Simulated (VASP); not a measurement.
# SrTiO3 (I4/mcm) in VASP: relaxation of cell and atoms with PBE

Aim: the relaxation of cell and atoms of SrTiO3 with PBE.

All numbers are computed with VASP 6.6.1; they aren't measurements. Logs are shortened: lines on timing, memory, paths and dates and some standing lists are left out, and cuts for length are marked.

## (1) The cell of the first run

It takes space group I4/mcm (No. 140, tetragonal). The conventional cell has a = 5.511 Å, b = 5.511 Å, c = 7.796 Å, α = 90.00°, β = 90.00°, γ = 90.00°. Within 3.6 Å of Sr (site symmetry -42m) lie 12 O at 2.73 to 2.78 Å and 8 Ti at 3.38 Å. Within 2.6 Å of Ti (site symmetry 4/m) lie 6 O at 1.95 Å. O (site symmetry 422) has 2 Ti at 1.95 Å within 2.6 Å. O (site symmetry m2m) has 2 Ti at 1.95 Å within 2.6 Å.

## (2) Relaxation of cell and atoms, PBE, collinear spin

INCAR

```
ALGO = Normal
EDIFF = 1E-7
EDIFFG = -0.04
ENCUT = 600
GGA = PE
IBRION = 2
ISIF = 3
ISMEAR = 0
ISPIN = 2
LASPH = T
LCHARG = F
LMAXMIX = 4
LORBIT = 11
LREAL = F
LWAVE = F
MAGMOM = 0 0 1 1 0 0 0 0 0 0
NELM = 150
NSW = 90
PREC = Accurate
SIGMA = 0.1
```

KPOINTS

```
k-points
0
Gamma
  4 4 4
```

POSCAR

```
SrTiO3
1.0
   -2.7555000800      2.7555000800      3.8980000000
    2.7555000800     -2.7555000800      3.8980000000
    2.7555000800      2.7555000800     -3.8980000000
Sr Ti O
2 2 6
Direct
    0.7500000000      0.2500000000      0.5000000000
    0.2500000000      0.7500000000      0.5000000000
    0.0000000000      0.0000000000      0.0000000000
    0.5000000000      0.5000000000      0.0000000000
    0.2500000000      0.2500000000      0.0000000000
    0.7500000000      0.7500000000      0.0000000000
    0.7450999900      0.2450999900      0.9901999800
    0.2450999900      0.2549000100      0.5000000000
    0.2549000100      0.7549000100      0.0098000200
    0.7549000100      0.7450999900      0.5000000000
```

Potentials or basis: VASP PAW PBE potentials, release 64 (Sr_sv, Ti_sv, O).

Launch:

```bash
$ cat potpaw_PBE.64/Sr_sv/POTCAR potpaw_PBE.64/Ti_sv/POTCAR potpaw_PBE.64/O/POTCAR > POTCAR
$ mpirun -np 1 vasp_std > vasp.out
```

OUTCAR:

```text
EDIFF = 1E-7
   EDIFFG = -0.04
   ENCUT = 600
   GGA = PE
   IBRION = 2
   ISIF = 3
   ISMEAR = 0
   ISPIN = 2
   LASPH = T
   LORBIT = 11
   LREAL = F
   NELM = 150
   NSW = 90
   PREC = Accurate

 ion  position               nearest neighbor table
   1  0.750  0.250  0.500-   7 2.73   8 2.73   9 2.73  10 2.73   5 2.76   6 2.76   6 2.76   5 2.76
                             7 2.78   8 2.78  10 2.78   9 2.78   4 3.38   3 3.38   4 3.38   4 3.38
   2  0.250  0.750  0.500-   7 2.73   8 2.73   9 2.73  10 2.73   5 2.76   6 2.76   5 2.76   6 2.76
                             9 2.78  10 2.78   8 2.78   7 2.78   4 3.38   3 3.38   4 3.38   3 3.38
   3  0.000  0.000  0.000-   7 1.95   8 1.95   9 1.95  10 1.95   5 1.95   6 1.95   1 3.38   2 3.38
                             1 3.38   1 3.38   2 3.38   2 3.38   1 3.38   2 3.38
   4  0.500  0.500  0.000-   7 1.95   9 1.95  10 1.95   8 1.95   5 1.95   6 1.95   1 3.38   2 3.38
                             2 3.38   1 3.38   2 3.38   1 3.38   2 3.38   1 3.38
   5  0.250  0.250  0.000-   3 1.95   4 1.95   1 2.76   2 2.76   2 2.76   1 2.76
   6  0.750  0.750  0.000-   3 1.95   4 1.95   1 2.76   2 2.76   1 2.76   2 2.76
   7  0.745  0.245  0.990-   3 1.95   4 1.95   1 2.73   2 2.73   1 2.78   2 2.78
   8  0.245  0.255  0.500-   4 1.95   3 1.95   1 2.73   2 2.73   1 2.78   2 2.78
   9  0.255  0.755  0.010-   3 1.95   4 1.95   1 2.73   2 2.73   2 2.78   1 2.78
  10  0.755  0.745  0.500-   3 1.95   4 1.95   1 2.73   2 2.73   1 2.78   2 2.78

  LATTYP: Found a body centered tetragonal cell.
 ALAT       =     5.5110001600
 C/A-ratio  =     1.4146252538

  Lattice vectors:

 A1 = (  -2.7555000800,   2.7555000800,   3.8980000000)
 A2 = (   2.7555000800,  -2.7555000800,   3.8980000000)
 A3 = (   2.7555000800,   2.7555000800,  -3.8980000000)

Analysis of symmetry for initial positions (statically):
=====================================================================
 Subroutine PRICEL returns:
 Original cell was already a primitive cell.

 Routine SETGRP: Setting up the symmetry group for a
 body centered tetragonal supercell.

 Subroutine GETGRP returns: Found 16 space group operations
 (whereof  8 operations were pure point group operations)
 out of a pool of 16 trial point group operations.

The static configuration has the point symmetry C_4h.
 The point group associated with its full space group is D_4h.

Analysis of symmetry for dynamics (positions and initial velocities):
=====================================================================
 Subroutine PRICEL returns:
 Original cell was already a primitive cell.

 Routine SETGRP: Setting up the symmetry group for a
 body centered tetragonal supercell.

 Subroutine GETGRP returns: Found 16 space group operations
 (whereof  8 operations were pure point group operations)
[... 151 lines left out ...]
   LEPSILON=     F    determine dielectric tensor
   LRPA    =     F    only Hartree local field effects (RPA)
 conjugate gradient relaxation of ions
 spin polarized calculation
 Gauss-broadening in eV      SIGMA  =   0.10
  energy-cutoff  :      600.00
  volume of cell :      118.39
 maximum number of plane-waves:      3984
 NGX is ok and might be reduce to    48
   NGX = 21   NGY = 21   NGZ = 21

--------------------------------------- Ionic step        1  -------------------------------------------

 number of electron      79.9999996 magnetization      -0.0000279

 number of electron      79.9999996 magnetization       0.0000015

 Free energy of the ion-electron system (eV)
  ---------------------------------------------------
  ext. energy  EPLUGINS =         0.00000000
  ---------------------------------------------------
  free energy    TOTEN  =       -80.13978945 eV

  energy without entropy =      -80.13978945  energy(sigma->0) =      -80.13978945

------------------------ aborting loop because EDIFF is reached ----------------------------------------

  FORCE on cell =-STRESS in cart. coord.  units (eV):
  Direction    XX          YY          ZZ          XY          YZ          ZX
  --------------------------------------------------------------------------------------
  -------------------------------------------------------------------------------------
  Total        4.3786262      4.3786262      4.3712977      0.0000000     -0.0000000      0.0000000
  in kB       59.2578338     59.2578338     59.1586542      0.0000000     -0.0000000      0.0000000
  external PRESSURE =      59.2247739 kB  Pullay stress =       0.0000000 kB
[... 79 lines left out ...]
 number of electron      79.9999992 magnetization      -0.0000000

 number of electron      79.9999992 magnetization       0.0000000

 Free energy of the ion-electron system (eV)
  ---------------------------------------------------
  ext. energy  EPLUGINS =         0.00000000
  ---------------------------------------------------
  free energy    TOTEN  =       -80.21058529 eV

  energy without entropy =      -80.21058529  energy(sigma->0) =      -80.21058529

 E-fermi :   4.4351     XC(G=0): -11.1290

 val. band max:        3.9418985809   @ k =   0.0000   0.0000   0.0000
 cond. band min:       5.7502140181   @ k =   0.0000   0.0000   0.0000
 fundamental gap:      1.8083154372
 Fermi energy:         4.4351480043

 spin component 1

 k-point     1 :       0.0000    0.0000    0.0000
  band No.  band energies     occupation
      1     -52.6337      1.00000
      2     -52.6297      1.00000
      3     -28.9233      1.00000
      4     -28.9202      1.00000
      5     -28.9201      1.00000
      6     -28.9201      1.00000
[... 665 lines left out ...]
     48       8.9936      0.00000
     49      10.1883      0.00000
 Fermi energy:         4.4351480043

 spin component 2

 k-point     1 :       0.0000    0.0000    0.0000
  band No.  band energies     occupation
      1     -52.6337      1.00000
      2     -52.6297      1.00000
      3     -28.9233      1.00000
      4     -28.9202      1.00000
      5     -28.9201      1.00000
      6     -28.9201      1.00000
[... 702 lines left out ...]
  FREE ENERGIE OF THE ION-ELECTRON SYSTEM (eV)
  ---------------------------------------------------
  free  energy   TOTEN  =       -80.2105852857 eV

  energy  without entropy=      -80.2105852857  energy(sigma->0) =      -80.21058529

 reached required accuracy - stopping structural energy minimisation

 total charge

# of ion       s       p       d       tot
------------------------------------------
    1        1.997   5.792   0.191   7.981
    2        1.997   5.792   0.191   7.981
    3        2.223   6.300   1.729  10.252
    4        2.223   6.300   1.729  10.252
    5        1.560   3.481   0.000   5.041
    6        1.560   3.481   0.000   5.041
    7        1.560   3.481   0.000   5.041
    8        1.560   3.481   0.000   5.041
    9        1.560   3.481   0.000   5.041
   10        1.560   3.481   0.000   5.041
--------------------------------------------------
tot         17.801  45.071   3.840  66.713

 magnetization (x)

# of ion       s       p       d       tot
------------------------------------------
    1       -0.000   0.000   0.000  -0.000
    2       -0.000   0.000   0.000  -0.000
    3        0.000   0.000   0.000   0.000
    4        0.000   0.000   0.000   0.000
    5        0.000  -0.000   0.000  -0.000
    6        0.000  -0.000   0.000  -0.000
    7        0.000  -0.000   0.000  -0.000
    8        0.000  -0.000   0.000  -0.000
    9        0.000  -0.000   0.000  -0.000
   10        0.000  -0.000   0.000  -0.000
--------------------------------------------------
tot         -0.000  -0.000   0.000  -0.000
```

CONTCAR:

```text
SrTiO3
   1.00000000000000
    -2.7858837544685473    2.7858837544685473    3.9409095752321948
     2.7858837544685473   -2.7858837544685473    3.9409095752321948
     2.7858837544685473    2.7858837544685473   -3.9409095752321948
  Sr              Ti              O
     2     2     6
Direct
     0.7500000000000000    0.2500000000000000    0.5000000000000000
     0.2500000000000000    0.7500000000000000    0.5000000000000000
     0.0000000000000000    0.0000000000000000    0.0000000000000000
     0.5000000000000000    0.5000000000000000    0.0000000000000000
     0.2500000000000000    0.2500000000000000    0.0000000000000000
     0.7500000000000000    0.7500000000000000    0.0000000000000000
     0.7450498639576939    0.2450498639576938    0.9900997279153877
     0.2450498639576938    0.2549501360423062    0.5000000000000000
     0.2549501360423062    0.7549501360423061    0.0099002720846123
     0.7549501360423061    0.7450498639576939    0.5000000000000000

  0.00000000E+00  0.00000000E+00  0.00000000E+00
  0.00000000E+00  0.00000000E+00  0.00000000E+00
  0.00000000E+00  0.00000000E+00  0.00000000E+00
  0.00000000E+00  0.00000000E+00  0.00000000E+00
  0.00000000E+00  0.00000000E+00  0.00000000E+00
  0.00000000E+00  0.00000000E+00  0.00000000E+00
  0.00000000E+00  0.00000000E+00  0.00000000E+00
  0.00000000E+00  0.00000000E+00  0.00000000E+00
  0.00000000E+00  0.00000000E+00  0.00000000E+00
  0.00000000E+00  0.00000000E+00  0.00000000E+00
```

It took 16 min on 1 thread of Oxide Virtual Turin-like, shared host; peak memory 0.47 GiB.

What came out:

```yaml
Free_energy: -80.2106 eV
Relaxed_volume: 12.23 Å³/atom
Relaxed_cell: a = 5.573 Å, b = 5.573 Å, c = 5.573 Å, α = 120.01°, β = 120.01°, γ = 89.98°
Space_group_after_relaxing_to_0.1_Å: Pm-3m (No. 221)
Energy_gained_by_relaxing: 7.1 meV/atom
Ionic_steps: 3
Pressure_after_relaxing: 0.0 GPa
Largest_force_after_relaxing: 0.010 eV/Å
Band_gap_on_the_k_mesh: 1.81 eV
Net_moment: 0.00 μB per cell
Valence_electrons_inside_the_program's_atomic_spheres: Sr 7.98; Ti 10.25; O 5.04
```

Forces on the atoms (eV/Å):
```
Sr   0.000  0.000  0.000
Sr   0.000  0.000  0.000
Ti   0.000  0.000  0.000
Ti   0.000  0.000  0.000
O    0.000  0.000  0.000
O    0.000  0.000  0.000
O   -0.007 -0.007  0.000
O    0.007 -0.007  0.000
O    0.007  0.007  0.000
O   -0.007  0.007  0.000
```

Step by step:
| step | energy change (eV) | largest force (eV/Å) | pressure (GPa) | volume (Å³) |
| --- | --- | --- | --- | --- |
| 1 | 0.0000 | 0.0152 | 5.92 | 118.39 |
| 2 | -0.0145 | 0.0063 | -4.73 | 126.04 |
| 3 | -0.0708 | 0.0103 | -0.02 | 122.34 |

Final structure:
```xyz
10
Lattice="-2.7859 2.7859 3.9409 2.7859 -2.7859 3.9409 2.7859 2.7859 -3.9409" Properties=species:S:1:pos:R:3 pbc="T T T"
Sr    0.0000    2.7859    1.9705
Sr    2.7859    0.0000    1.9705
Ti    0.0000    0.0000    0.0000
Ti    0.0000    0.0000    3.9409
O     0.0000    0.0000    1.9705
O     0.0000    0.0000    5.9114
O     1.3654    4.1512    0.0000
O     1.4205    1.3654    0.0000
O     1.4205   -1.3654    3.9409
O     1.3654    1.4205    3.9409
```

Levels at points of the mesh, in eV from the valence-band top:
Spin up:
```tsv
k point	band 38	band 39	band 40	band 41	band 42	band 43
(0.00, 0.00, 0.00)	-0.01	0.00	0.00	1.81	1.81	1.81
(0.50, 0.00, 0.00)	-0.88	-0.59	-0.59	3.23	3.23	3.28
(0.50, 0.50, 0.00)	-0.73	-0.73	-0.09	1.96	3.64	3.64
(0.50, 0.50, 0.50)	-0.73	-0.73	-0.09	1.97	3.62	3.62
```
Spin down:
```csv
k point,band 38,band 39,band 40,band 41,band 42,band 43
"(0.00, 0.00, 0.00)",-0.01,0.00,0.00,1.81,1.81,1.81
"(0.50, 0.00, 0.00)",-0.88,-0.59,-0.59,3.23,3.23,3.28
"(0.50, 0.50, 0.00)",-0.73,-0.73,-0.09,1.96,3.64,3.64
"(0.50, 0.50, 0.50)",-0.73,-0.73,-0.09,1.97,3.62,3.62
```

A k mesh can miss the band edges. PBE usually gives volumes a little too large and moduli too small.
